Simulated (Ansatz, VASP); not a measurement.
# One calculation of W, two programs

```
W
1.0
     2.85472    0.00000    0.00000
     0.00000    2.85472    0.00000
     0.00000    0.00000   20.94464
W
3
Cartesian
  1.4274 1.4274 4.0000
  0.0000 0.0000 5.9718
  1.4274 1.4274 7.9446
```

Alike in both runs: task single point; functional PBE; k mesh 9 × 9 × 1; occupations gaussian, width 0.1 eV; no spin polarisation.

|  | VASP | Ansatz |
| --- | --- | --- |
| version | VASP 6.6.1 | Ansatz 0.2.0 |
| potentials or method | VASP PAW PBE potentials, release 64 (W_sv), cutoff 400 eV | scalar-relativistic, plane waves, PAW |
| valence electrons in the cell | 42 | 42 |

|  | VASP | Ansatz | Ansatz less VASP |
| --- | --- | --- | --- |
| gap on the k mesh at the Fermi level (eV) | none | none | - |
| rms of the force components (eV/Å) | 0.072 | 0.055 | -0.0172 |

Atom by atom the forces differ by 0.017 eV/Å (rms over components). A gap of «none» marks a metal or a gap that the smearing closes.

Neither program's run includes spin-orbit coupling.
